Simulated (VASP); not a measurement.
# Cu (P6_3/mmc) in VASP: a series of runs, part 2 of 2

VASP 6.6.1.

## 4. Single point, r2SCAN

This run uses another cell than the first one, of 10.20 Å³/atom.

The input, POSCAR:

```
Cu
1.0
    2.4344949488      0.0000000000      0.0000000000
   -1.2172474744      2.1083344710      0.0000000000
    0.0000000000      0.0000000000      3.9746828207
Cu
2
Direct
    0.3333333333      0.6666666667      0.2500000000
    0.6666666667      0.3333333333      0.7500000000
```

The input, INCAR.step1:

```
SYSTEM = Cu
PREC = Accurate
ENCUT = 520
ISMEAR = 0
SIGMA = 0.1
LREAL = .FALSE.
LASPH = .TRUE.
NELM = 80
NBANDS = 18
GGA = PE
ALGO = Normal
EDIFF = 1E-4
LWAVE = .TRUE.
LCHARG = .FALSE.
```

The input, INCAR.step2:

```
SYSTEM = Cu
PREC = Accurate
ENCUT = 520
EDIFF = 1E-7
ISMEAR = 0
SIGMA = 0.1
LREAL = .FALSE.
LASPH = .TRUE.
NELM = 80
ALGO = Normal
ISIF = 2
LWAVE = .FALSE.
LCHARG = .TRUE.
METAGGA = R2SCAN
LMIXTAU = .TRUE.
LELF = .TRUE.
LVHAR = .TRUE.
NBANDS = 18
ISTART = 1
```

The input, KPOINTS:

```
regular mesh
0
G
  18 18 10
  0 0 0
```

Potentials or basis: VASP PAW PBE potentials, release 64 (Cu).

Command:

```bash
> cat potpaw_PBE.64/Cu/POTCAR > POTCAR
> cp INCAR.step1 INCAR
> mpirun -np 1 vasp_std > vasp.out
> cp INCAR.step2 INCAR
> mpirun -np 1 vasp_std > vasp.out
```

OUTCAR:

```text
SYSTEM = Cu
   PREC = Accurate
   ENCUT = 520
   EDIFF = 1E-7
   ISMEAR = 0
   LREAL = .FALSE.
   LASPH = .TRUE.
   NELM = 80
   ISIF = 2
   METAGGA = R2SCAN
   ISTART = 1

 ion  position               nearest neighbor table
   1  0.333  0.667  0.250-   2 2.43   2 2.43   2 2.43   2 2.43   2 2.43   2 2.43
   2  0.667  0.333  0.750-   1 2.43   1 2.43   1 2.43   1 2.43   1 2.43   1 2.43

  LATTYP: Found a hexagonal cell.
 ALAT       =     2.4344949488
 C/A-ratio  =     1.6326519070

  Lattice vectors:

 A1 = (   2.4344949488,   0.0000000000,   0.0000000000)
 A2 = (  -1.2172474744,   2.1083344710,   0.0000000000)
 A3 = (   0.0000000000,   0.0000000000,   3.9746828207)

Analysis of symmetry for initial positions (statically):
=====================================================================
 Subroutine PRICEL returns:
 Original cell was already a primitive cell.

 Routine SETGRP: Setting up the symmetry group for a
 hexagonal supercell.

 Subroutine GETGRP returns: Found 24 space group operations
 (whereof 12 operations were pure point group operations)
 out of a pool of 24 trial point group operations.

The static configuration has the point symmetry D_3d.
 The point group associated with its full space group is D_6h.

Analysis of symmetry for dynamics (positions and initial velocities):
=====================================================================
 Subroutine PRICEL returns:
 Original cell was already a primitive cell.

 Routine SETGRP: Setting up the symmetry group for a
 hexagonal supercell.

 Subroutine GETGRP returns: Found 24 space group operations
 (whereof 12 operations were pure point group operations)
 out of a pool of 24 trial point group operations.

The dynamic configuration has the point symmetry D_3d.
 The point group associated with its full space group is D_6h.

 Subroutine INISYM returns: Found 24 space group operations
 (whereof 12 operations are pure point group operations),
 and found     1 'primitive' translations

----------------------------------------------------------------------------------------

                                     Primitive cell

  volume of cell :      20.4010

  direct lattice vectors                    reciprocal lattice vectors
     2.434494949  0.000000000  0.000000000     0.410762816  0.237154022  0.000000000
    -1.217247474  2.108334471  0.000000000     0.000000000  0.474308044  0.000000000
     0.000000000  0.000000000  3.974682821     0.000000000  0.000000000  0.251592402

  length of vectors
     2.434494949  2.434494949  3.974682821     0.474308044  0.474308044  0.251592402

  position of ions in fractional coordinates (direct lattice)
     0.333333333  0.666666667  0.250000000
     0.666666667  0.333333333  0.750000000

  ion indices of the primitive-cell ions
   primitive index   ion index
                 1           1
                 2           2

----------------------------------------------------------------------------------------

 KPOINTS: regular mesh

Automatic generation of k-mesh.
 Grid dimensions read from file:
 generate k-points for:   18   18   10

 Generating k-lattice:

  Cartesian coordinates                     Fractional coordinates (reciprocal lattice)
     0.022820156  0.013175223  0.000000000     0.055555556  0.000000000  0.000000000
     0.000000000  0.026350447  0.000000000     0.000000000  0.055555556  0.000000000
     0.000000000  0.000000000  0.025159240     0.000000000  0.000000000  0.100000000

  Length of vectors
     0.026350447  0.026350447  0.025159240

  Shift w.r.t. Gamma in fractional coordinates (k-lattice)
     0.000000000  0.000000000  0.000000000

 Subroutine IBZKPT returns following result:
 ===========================================

 Found    222 irreducible k-points:

 Following reciprocal coordinates:
            Coordinates               Weight
  0.000000  0.000000  0.000000      1.000000
  0.055556  0.000000  0.000000      6.000000
  0.111111  0.000000  0.000000      6.000000
  0.166667  0.000000  0.000000      6.000000
  0.222222  0.000000  0.000000      6.000000
  0.277778  0.000000  0.000000      6.000000
[... 16 lines left out ...]
  0.333333  0.111111  0.000000     12.000000
  0.388889  0.111111  0.000000     12.000000
 [... further k-points ...]
   k-points           NKPTS =    222   k-points in BZ     NKDIM =    222   number of bands    NBANDS=     18
   number of dos      NEDOS =    301   number of ions     NIONS =      2
   total plane-waves  NPLWV =   9720
   dimension x,y,z NGX =    18 NGY =   18 NGZ =   30
   dimension x,y,z NGXF=    36 NGYF=   36 NGZF=   60
   ions per type =               2
   NGX,Y,Z   is equivalent  to a cutoff of  12.29, 12.29, 12.55 a.u.
   NGXF,Y,Z  is equivalent  to a cutoff of  24.58, 24.58, 25.10 a.u.
 SYSTEM =  Cu
   PREC   = accura    normal or accurate (medium, high low for compatibility)
   ISTART =      1    job   : 0-new  1-cont  2-samecut
   ICHARG =      0    charge: 1-file 2-atom 10-const
   ISPIN  =      1    spin polarized calculation?
   LNONCOLLINEAR =      F non collinear calculations
   LSORBIT =      F    spin-orbit coupling
   LASPH  =      T    aspherical Exc in radial PAW
   ENCUT  =  520.0 eV  38.22 Ry    6.18 a.u.   4.53  4.53  7.39*2*pi/ulx,y,z
   NELM   =     80;   NELMIN=  2; NELMDL=  0     # of ELM steps
   EDIFF  = 0.1E-06   stopping-criterion for ELM
   LREAL  =      F    real-space projection
   EDIFFG = 0.1E-05   stopping-criterion for IOM
   NSW    =      0    number of steps for IOM
   IBRION =     -1    ionic relax: 0-MD 1-quasi-New 2-CG
   NFREE  =      0    steps in history (QN), initial steepest desc. (CG)
   ISIF   =      2    stress and relaxation
   ISYM   =      2    0-nonsym 1-usesym 2-fastsym
   POTIM  = 0.5000    time-step for ionic-motion
   TEBEG  =    0.0;   TEEND  =   0.0 temperature during run
   PSTRESS=    0.0 pullay stress
   NELECT =      22.0000    total number of electrons
   NUPDOWN=      -1.0000    fix difference up-down
   EMIN   =  10.00;   EMAX   =-10.00  energy-range for DOS
   EFERMI =   0.00;   METHOD = LEGACY
   ISMEAR =     0;   SIGMA  =   0.10  broadening in eV -4-tet -1-fermi 0-gaus
   EFERMI_NEDOS =   21; number of points for ismear=-14 and -15
   IALGO  =     38    algorithm
   IMIX   =      4    mixing-type and parameters
     AMIX     =   0.40;   BMIX     =  1.00
     AMIX_MAG =   1.60;   BMIX_MAG =  1.00
  volume/ion in A,a.u.               =      10.20        68.84
  Fermi-wavevector in a.u.,A,eV,Ry     =   1.678799  3.172471 38.346210  2.818367
  Thomas-Fermi vector in A             =   2.762824
   LORBIT       =      0    0 simple, 1 ext, 2 COOP (PROOUT), +10 PAW based schemes
   METAGGA = R2SCAN    functional components
   LHFCALC =     F    Hartree Fock is set to
   AEXX    =    0.0000 exact exchange contribution
   IVDW    =     0    specifies the selected vdW correction
   LEPSILON=     F    determine dielectric tensor
   LRPA    =     F    only Hartree local field effects (RPA)
 non-spin polarized calculation
 Gauss-broadening in eV      SIGMA  =   0.10
  energy-cutoff  :      520.00
  volume of cell :       20.40
 maximum number of plane-waves:       567
   NGX =  9   NGY =  9   NGZ = 15

 number of electron      22.0000039 magnetization

 Free energy of the ion-electron system (eV)
  ---------------------------------------------------
  ext. energy  EPLUGINS =         0.00000000
  ---------------------------------------------------
  free energy    TOTEN  =       -21.44300196 eV

  energy without entropy =      -21.43893016  energy(sigma->0) =      -21.44096606

 E-fermi :   9.2872     XC(G=0): -14.7598

 val. band max:        9.2870067993   @ k =   0.4444   0.0556   0.4000
 cond. band min:       9.2899687336   @ k =   0.2778   0.1667   0.5000
 fundamental gap:      0.0029619343
 Fermi energy:         9.2872398189

 k-point     1 :       0.0000    0.0000    0.0000
  band No.  band energies     occupation
      1      -1.5394      2.00000
      2       3.1782      2.00000
      3       5.6923      2.00000
      4       5.7605      2.00000
      5       5.7607      2.00000
      6       6.0294      2.00000
[... 10 lines left out ...]
     17      35.8578      0.00000
     18      36.0376      0.00000

 k-point     2 :       0.0556    0.0000    0.0000
  band No.  band energies     occupation
      1      -1.4238      2.00000
      2       3.2463      2.00000
      3       5.6019      2.00000
      4       5.8066      2.00000
      5       5.8376      2.00000
      6       6.0059      2.00000
[... 10 lines left out ...]
     17      36.0867      0.00000
     18      36.3374      0.00000
[... 442 lines left out ...]
 k-point    24 :       0.3889    0.1111    0.0000
  band No.  band energies     occupation
      1       3.5427      2.00000
      2       3.9324      2.00000
      3       4.0643      2.00000
      4       5.2603      2.00000
      5       5.5785      2.00000
      6       5.7754      2.00000
[... 10 lines left out ...]
     17      23.8514      0.00000
     18      30.3017      0.00000

 [... further k-points ...]
[... 5 lines left out ...]
  --------------------------------------------------------------------------------------
  -------------------------------------------------------------------------------------
  Total        3.2761957      3.2761957      3.2808435      0.0000000      0.0000000      0.0000000
  in kB      257.2939413    257.2939413    257.6589499      0.0000000      0.0000000      0.0000000
  external PRESSURE =     257.4156108 kB  Pullay stress =       0.0000000 kB

 VOLUME and BASIS-vectors are now :
 -----------------------------------------------------------------------------
  energy-cutoff  :      520.00
  volume of cell :       20.40
      direct lattice vectors                 reciprocal lattice vectors
     2.434494949  0.000000000  0.000000000     0.410762816  0.237154022  0.000000000
    -1.217247474  2.108334471  0.000000000     0.000000000  0.474308044  0.000000000
     0.000000000  0.000000000  3.974682821     0.000000000  0.000000000  0.251592402

 POSITION                                       TOTAL-FORCE (eV/Angst)
 -----------------------------------------------------------------------------------
     -0.00000      1.40556      0.99367        -0.000000     -0.000000      0.000000
      1.21725      0.70278      2.98101         0.000000      0.000000      0.000000
 -----------------------------------------------------------------------------------
    total drift:                               -0.000000      0.000000     -0.000000

  FREE ENERGIE OF THE ION-ELECTRON SYSTEM (eV)
  ---------------------------------------------------
  free  energy   TOTEN  =       -21.4430019650 eV

  energy  without entropy=      -21.4389301640  energy(sigma->0) =      -21.44096606
```

Run time: 2.5 min. Hardware: 1 thread of AMD EPYC 9R45 (Zen 5), shared host; peak memory 0.15 GiB.

Results:

```
Free energy            : -21.4430 eV
Pressure               : 25.7 GPa
Band gap on the k mesh : zero (bands 11 and 12 overlap by 6.91 eV)
```

Levels at points of the mesh, in eV from the Fermi level:
```csv
k point,band 7,band 8,band 9,band 10,band 11,band 12,band 13,band 14,band 15,band 16
"(0.00, 0.00, 0.00)",-3.26,-2.90,-2.90,-1.96,-1.96,-1.45,4.86,23.42,25.24,25.24
"(0.50, 0.00, 0.00)",-3.21,-1.83,-1.78,-1.71,0.03,2.03,8.92,9.61,12.04,13.15
"(0.00, 0.00, 0.50)",-3.58,-3.58,-2.24,-2.24,-2.24,-2.24,14.38,14.38,24.23,24.23
"(0.50, 0.00, 0.50)",-2.20,-2.20,-1.75,-1.75,0.42,0.42,6.03,6.03,18.60,18.60
```

Caveat: the cell stands under pressure; the PAW data sets were made with another functional, which shifts forces and pressure a little.

## 5. Single point, r2SCAN

This run uses another cell than the first one, of 10.75 Å³/atom.

The input, POSCAR:

```
Cu
1.0
    2.4775475478      0.0000000000      0.0000000000
   -1.2387737739      2.1456191155      0.0000000000
    0.0000000000      0.0000000000      4.0443801633
Cu
2
Direct
    0.3333333333      0.6666666667      0.2500000000
    0.6666666667      0.3333333333      0.7500000000
```

The input, INCAR.step1:

```
SYSTEM = Cu
  PREC = Accurate
  ENCUT = 520
  ISMEAR = 0
  SIGMA = 0.1
  LREAL = .FALSE.
  LASPH = .TRUE.
  NELM = 80
  NBANDS = 18
  GGA = PE
  ALGO = Normal
  EDIFF = 1E-4
  LWAVE = .TRUE.
  LCHARG = .FALSE.
```

The input, INCAR.step2:

```
SYSTEM = Cu
  PREC = Accurate
  ENCUT = 520
  EDIFF = 1E-6
  ISMEAR = 0
  SIGMA = 0.1
  LREAL = .FALSE.
  LASPH = .TRUE.
  NELM = 80
  ALGO = Normal
  ISIF = 2
  LWAVE = .FALSE.
  LCHARG = .TRUE.
  METAGGA = R2SCAN
  LMIXTAU = .TRUE.
  LELF = .TRUE.
  LVHAR = .TRUE.
  NBANDS = 18
  ISTART = 1
```

The input, KPOINTS:

```
Automatic mesh
0
G
  18 18 10
  0 0 0
```

Command:

```bash
> cat potpaw_PBE.64/Cu/POTCAR > POTCAR
> cp INCAR.step1 INCAR
> mpirun -np 1 vasp_std > vasp.out
> cp INCAR.step2 INCAR
> mpirun -np 1 vasp_std > vasp.out
```

It took 2.5 min on 1 thread of AMD EPYC 9R45 (Zen 5), shared host; peak memory 0.15 GiB.

The run converged. Its results:

| Quantity | Value |
| --- | --- |
| Free energy | -21.5742 eV |
| Pressure | 12.7 GPa |
| Band gap on the k mesh | zero (bands 11 and 12 overlap by 6.66 eV) |

Stress tensor (GPa, compression positive):
```
12.81  0.00  0.00
 0.00 12.81  0.00
 0.00  0.00 12.55
```

Levels at points of the mesh, in eV from the Fermi level:
```csv
k point,band 7,band 8,band 9,band 10,band 11,band 12,band 13,band 14,band 15,band 16
"(0.00, 0.00, 0.00)",-3.09,-2.76,-2.76,-1.89,-1.89,-1.27,4.55,22.99,24.35,24.35
"(0.50, 0.00, 0.00)",-3.04,-1.77,-1.73,-1.66,0.03,1.91,8.64,9.25,11.68,12.57
"(0.00, 0.00, 0.50)",-3.38,-3.38,-2.15,-2.15,-2.15,-2.15,13.89,13.89,23.77,23.77
"(0.50, 0.00, 0.50)",-2.10,-2.10,-1.70,-1.70,0.48,0.48,5.70,5.70,17.98,17.98
```

Caveat: the cell stands under pressure; the PAW data sets were made with another functional, which shifts forces and pressure a little.

## 6. Single point, r2SCAN

This run uses another cell than the first one, of 11.19 Å³/atom.

The input, POSCAR:

```
Cu
1.0
    2.5108614724      0.0000000000      0.0000000000
   -1.2554307362      2.1744698205      0.0000000000
    0.0000000000      0.0000000000      4.0979856082
Cu
2
Direct
    0.3333333333      0.6666666667      0.2500000000
    0.6666666667      0.3333333333      0.7500000000
```

The input, INCAR.step1:

```
SYSTEM = Cu
PREC     = Accurate       ! precision mode
ENCUT    = 520            ! plane-wave cutoff, eV
ISMEAR   = 0              ! smearing method
SIGMA    = 0.1            ! smearing width, eV
LREAL    = .FALSE.        ! projectors in reciprocal space
LASPH    = .TRUE.         ! aspherical terms in the spheres
NELM     = 60             ! most SCF steps
NBANDS   = 18             ! bands
GGA      = PE             ! functional
ALGO     = Normal         ! electronic algorithm
EDIFF    = 1E-4           ! SCF threshold, eV
LWAVE    = .TRUE.         ! write WAVECAR
LCHARG   = .FALSE.        ! write CHGCAR
```

The input, INCAR.step2:

```
SYSTEM = Cu
PREC     = Accurate       ! precision mode
ENCUT    = 520            ! plane-wave cutoff, eV
EDIFF    = 1E-6           ! SCF threshold, eV
ISMEAR   = 0              ! smearing method
SIGMA    = 0.1            ! smearing width, eV
LREAL    = .FALSE.        ! projectors in reciprocal space
LASPH    = .TRUE.         ! aspherical terms in the spheres
NELM     = 60             ! most SCF steps
ALGO     = Normal         ! electronic algorithm
ISIF     = 2              ! what is computed and relaxed
LWAVE    = .FALSE.        ! write WAVECAR
LCHARG   = .TRUE.         ! write CHGCAR
METAGGA  = R2SCAN         ! meta-GGA
LMIXTAU  = .TRUE.       
LELF     = .TRUE.         ! ELF
LVHAR    = .TRUE.       
NBANDS   = 18             ! bands
ISTART   = 1
```

The input, KPOINTS:

```
regular mesh
0
G
  18 18 10
  0 0 0
```

Potentials or basis: VASP PAW PBE potentials, release 64 (Cu).

Command:

```bash
> cat potpaw_PBE.64/Cu/POTCAR > POTCAR
> cp INCAR.step1 INCAR
> mpirun -np 1 vasp_std > vasp.out
> cp INCAR.step2 INCAR
> mpirun -np 1 vasp_std > vasp.out
```

Run time: 2.9 min. Hardware: 1 thread of AMD EPYC 9R45 (Zen 5), shared host; peak memory 0.16 GiB.

The run converged. Its results:

```yaml
Free_energy: -21.6222 eV
Pressure: 4.8 GPa
Band_gap_on_the_k_mesh: zero (bands 11 and 12 overlap by 6.49 eV)
```

Stress tensor (GPa, compression positive):
```
4.87 0.00 0.00
0.00 4.87 0.00
0.00 0.00 4.63
```

Levels at points of the mesh, in eV from the Fermi level:
```
           k point  band 8  band 9  band 10  band 11  band 12  band 13  band 14  band 15
(0.00, 0.00, 0.00)   -2.66   -2.66    -1.84    -1.84    -1.14     4.33    22.65    23.68
(0.50, 0.00, 0.00)   -1.73   -1.69    -1.62     0.03     1.82     8.44     8.99    11.42
(0.00, 0.00, 0.50)   -3.24   -2.08    -2.08    -2.08    -2.08    13.53    13.53    23.41
(0.50, 0.00, 0.50)   -2.03   -1.66    -1.66     0.52     0.52     5.46     5.46    17.53
```

Caveat: the cell stands under pressure; the PAW data sets were made with another functional, which shifts forces and pressure a little.

## 7. Overview

```tsv
task	cell	cutoff (eV)	gap on the mesh (eV)	pressure (GPa)
relaxation of cell and atoms	relaxed to 25 GPa from a = 2.430, b = 2.430, c = 3.968 Å, angles 90.0, 90.0, 120.0°, 2 atoms	600	none	25.0
relaxation of cell and atoms	relaxed to 12 GPa from a = 2.476, b = 2.476, c = 4.041 Å, angles 90.0, 90.0, 120.0°, 2 atoms	600	none	12.0
single point	a = 2.434, b = 2.434, c = 3.975 Å, angles 90.0, 90.0, 120.0°, 2 atoms	520	none	25.7
single point	a = 2.478, b = 2.478, c = 4.044 Å, angles 90.0, 90.0, 120.0°, 2 atoms	520	none	12.7
single point	a = 2.511, b = 2.511, c = 4.098 Å, angles 90.0, 90.0, 120.0°, 2 atoms	520	none	4.8
```

Alike in all rows: level r2SCAN; potentials or basis VASP PAW PBE potentials, release 64 (Cu); no spin polarisation; k mesh 18 × 18 × 10; smearing gaussian 0.1 eV.

Caveats: the PAW data sets were made with another functional, which shifts forces and pressure a little; the cell stands under pressure (at least some runs); the cell is relaxed towards a set pressure, so the run minimises the enthalpy, not the energy (at least some runs).

Absolute energies hang on the potentials; compare differences alone.

The gap in the log of VASP goes by the Fermi energy; the results here count the filled bands.